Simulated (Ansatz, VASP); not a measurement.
F in VASP and in Ansatz

INCAR

```
SYSTEM = F
PREC     = Accurate       ! precision mode
ENCUT    = 520            ! plane-wave cutoff, eV
EDIFF    = 1E-7           ! SCF threshold, eV
ISMEAR   = -1             ! smearing method
SIGMA    = 0.08           ! smearing width, eV
LREAL    = .False.        ! projectors in reciprocal space
LASPH    = .True.         ! aspherical terms in the spheres
NELM     = 100            ! most SCF steps
ALGO     = Normal         ! electronic algorithm
ISIF     = 2              ! what is computed and relaxed
LWAVE    = .False.        ! write WAVECAR
LCHARG   = .True.         ! write CHGCAR
GGA      = PE             ! functional
LELF     = .True.         ! ELF
LVHAR    = .True.       
NBANDS   = 14             ! bands
```

File KPOINTS:

```
Automatic mesh
0
Gamma
  19 19 10
  0 0 0
```

The input POSCAR:

```
F
1.0
    2.9417015807      0.0000000000      0.0000000000
   -1.4708507903      2.5475882992      0.0000000000
    0.0000000000      0.0000000000      2.9591011692
F
2
Direct
    0.3333333333      0.6666666667      0.2500000000
    0.6666666667      0.3333333333      0.7500000000
```

Input for Ansatz:

```yaml
crystal:
  lattice:
    - [2.9417015807, 0.0, 0.0]
    - [-1.4708507903, 2.5475882992, 0.0]
    - [0.0, 0.0, 2.9591011692]
  atoms:
    - { symbol: F, position: [0.3333333333, 0.6666666667, 0.25] }
    - { symbol: F, position: [0.6666666667, 0.3333333333, 0.75] }
kpoints:
  mp_grid: { grid: [19, 19, 10] }
scf:
  occupations: { method: fermi_dirac, width: 0.08 }
hamiltonian:
  xc: pbe
  pseudopotentials: { kind: all_electron, lapw: { basis_error: 0.0005 } }
output:
  forces: true
  stress: true
  eigenvalues: true
```

Change from the starting cell: volume scaled by 1.04.

Alike in both runs: task single point; functional PBE; k mesh 19 × 19 × 10; occupations fermi-dirac, width 0.08 eV; no spin polarisation.

|  | VASP | Ansatz |
| --- | --- | --- |
| version | VASP 6.6.1 | Ansatz 0.2.0 |
| potentials or method | VASP PAW PBE potentials, release 64 (F), cutoff 520 eV | all-electron LAPW, scalar-relativistic |

```csv
,VASP,Ansatz,Ansatz less VASP
pressure (GPa),-2.6,-2.0,+0.63
"traceless stress, the component that is largest in VASP (GPa)",-0.58,-0.60,-0.015
```

Ansatz ran all-electron here, and VASP with PAW potentials.
